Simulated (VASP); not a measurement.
Set up this calculation in VASP 6.6.1, as the native input.

* Task: single point
* Functional: PBEsol
* Potentials or basis: VASP PAW PBE potentials, release 64 (W_sv, Te)
* Cutoff: 520 eV
* k mesh: 12 × 12 × 12
* Occupations: gaussian, width 0.1 eV
* Spin: collinear spin
* Starting moments: [0.39, -0.01] μB
* Fixed moment: 0.5 μB
* Dipole correction: no
* Further INCAR settings: ALGO = Normal; EDIFF = 1e-06; NBANDS = 21

The structure of TeW lies in POSCAR:

```
TeW
1.0
    0.0000000000      3.0241765077      3.0241765077
    3.0241765077      0.0000000000      3.0241765077
    3.0241765077      3.0241765077      0.0000000000
W Te
1 1
Direct
    0.0000000000      0.0000000000      0.0000000000
    0.2500000000      0.2500000000      0.2500000000
```

These files were run (other wordings do the same):

INCAR

```
ALGO = Normal ; EDIFF = 1E-6
ENCUT = 520 ; GGA = PS
ISIF = 2 ; ISMEAR = 0
ISPIN = 2 ; LASPH = True
LCHARG = False ; LMAXMIX = 4
LORBIT = 11 ; LREAL = False
LWAVE = False ; MAGMOM = 0.39 -0.01
NBANDS = 21 ; NELM = 150
NUPDOWN = 0.5 ; PREC = Accurate
SIGMA = 0.1
```

KPOINTS

```
k-points
0
Gamma
  12 12 12
```

Potentials or basis: VASP PAW PBE potentials, release 64 (W_sv, Te).

The run is started by

```bash
$ cat potpaw_PBE.64/W_sv/POTCAR potpaw_PBE.64/Te/POTCAR > POTCAR
$ mpirun -np 1 vasp_std > vasp.out
```

It gave:

```yaml
Pressure: -0.9 GPa
Net_moment: 0.50 μB per cell
Site_moments: W +0.41; Te -0.01 μB
Valence_electrons_inside_the_program's_atomic_spheres: W 12.02; Te 3.54
```

Caveat: the PAW data sets were made with another functional, which shifts forces and pressure a little; the total moment is fixed, so each spin has its own Fermi level and the state may be an excited one.

It took 44 s on 1 thread of Intel(R) Xeon(R) 6975P-C (Granite Rapids) (shared host), peak memory 0.29 GiB.
